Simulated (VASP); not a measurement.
Wanted: the native input for a VASP 6.6.1 run.

```yaml
Task: single point
Functional: BLYP
Potentials_or_basis: VASP PAW PBE potentials, release 64 (Cu)
Cutoff: 520 eV
k_mesh: 25 × 25 × 25
Occupations: fermi-dirac, width 0.1 eV
Spin: no spin polarisation
Dipole_correction: no
Further_INCAR_settings: ALGO = Normal; EDIFF = 1e-06; NBANDS = 12
```

The structure of Cu lies in POSCAR:

```
Cu
1.0
   -1.4719115123      1.4719115123      1.4719115123
    1.4719115123     -1.4719115123      1.4719115123
    1.4719115123      1.4719115123     -1.4719115123
Cu
1
Direct
    0.0000000000      0.0000000000      0.0000000000
```

The input as run:

INCAR

```
SYSTEM = Cu
AGGAC = 1.0 ; AGGAX = 1.0
ALDAC = 0.0 ; ALDAX = 1.0
ALGO = Normal ; EDIFF = 1E-6
ENCUT = 520 ; GGA = B5
ISIF = 2 ; ISMEAR = -1
LASPH = .True. ; LCHARG = .True.
LELF = .True. ; LREAL = .False.
LVHAR = .True. ; LWAVE = .False.
NBANDS = 12 ; NELM = 100
PREC = Accurate ; SIGMA = 0.1
```

KPOINTS

```
k-points
0
Gamma
  25 25 25
  0 0 0
```

Potentials or basis: VASP PAW PBE potentials, release 64 (Cu).

Command:

```sh
$ cat potpaw_PBE.64/Cu/POTCAR > POTCAR
$ mpirun -np 1 vasp_std > vasp.out
```

Results of the run:

- Pressure: 0.6 GPa

Caveat: the PAW data sets were made with another functional, which shifts forces and pressure a little.

Wall time 57 s on 1 thread of Intel Xeon 6975P-C, on a shared host, peak memory 0.18 GiB.
